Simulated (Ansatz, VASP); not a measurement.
One calculation of PbSe, two programs

INCAR

```
SYSTEM = PbSe
PREC     = Accurate       ! precision mode
ENCUT    = 400            ! plane-wave cutoff, eV
EDIFF    = 1E-8           ! SCF threshold, eV
ISMEAR   = -1             ! smearing method
SIGMA    = 0.01           ! smearing width, eV
LREAL    = .FALSE.        ! projectors in reciprocal space
LASPH    = .TRUE.         ! aspherical terms in the spheres
NELM     = 120            ! most SCF steps
ALGO     = Normal         ! electronic algorithm
ISIF     = 2              ! what is computed and relaxed
LWAVE    = .FALSE.        ! write WAVECAR
LCHARG   = .FALSE.        ! write CHGCAR
GGA      = PS             ! functional
LEFG     = .TRUE.       
NBANDS   = 17             ! bands
GGA_COMPAT= .FALSE.
```

The input KPOINTS:

```
Automatic mesh
0
G
  9 9 9
  0 0 0
```

Contents of POSCAR:

```
PbSe
1.0
    0.0000000000      3.0519086191      3.0519086191
    3.0519086191      0.0000000000      3.0519086191
    3.0519086191      3.0519086191      0.0000000000
Pb Se
1 1
Direct
    0.0000000000      0.0000000000      0.0000000000
    0.5000000000      0.5000000000      0.5000000000
```

Input for Ansatz:

```yaml
crystal:
  lattice:
    - [0.0, 3.0519086191, 3.0519086191]
    - [3.0519086191, 0.0, 3.0519086191]
    - [3.0519086191, 3.0519086191, 0.0]
  atoms:
    - { symbol: Pb, position: [0.0, 0.0, 0.0] }
    - { symbol: Se, position: [0.5, 0.5, 0.5] }
kpoints:
  mp_grid: { grid: [9, 9, 9] }
scf:
  occupations: { method: fermi_dirac, width: 0.01 }
hamiltonian:
  xc: pbesol
  pseudopotentials: { kind: all_electron, datasets: crystal }
output:
  forces: true
  stress: true
  eigenvalues: true
  efg: { contact_densities: true }
```

Change from the starting cell: volume scaled by 0.99, crystal datasets.

Alike in both runs: task electric field gradients; functional PBEsol; k mesh 9 × 9 × 9; occupations fermi-dirac, width 0.01 eV; no spin polarisation.

|  | VASP | Ansatz |
| --- | --- | --- |
| version | VASP 6.6.1 | Ansatz 0.2.0 |
| potentials or method | VASP PAW PBE potentials, release 64 (Pb_d, Se), cutoff 400 eV | all-electron PAW with datasets made for the crystal, scalar-relativistic |

```tsv
	VASP	Ansatz	Ansatz less VASP
pressure (GPa)	-0.1	-0.1	+0.02
```

VASP's potentials were made for PBE, not for PBEsol. Ansatz ran all-electron here, and VASP with PAW potentials.

Spin-orbit coupling is off throughout.
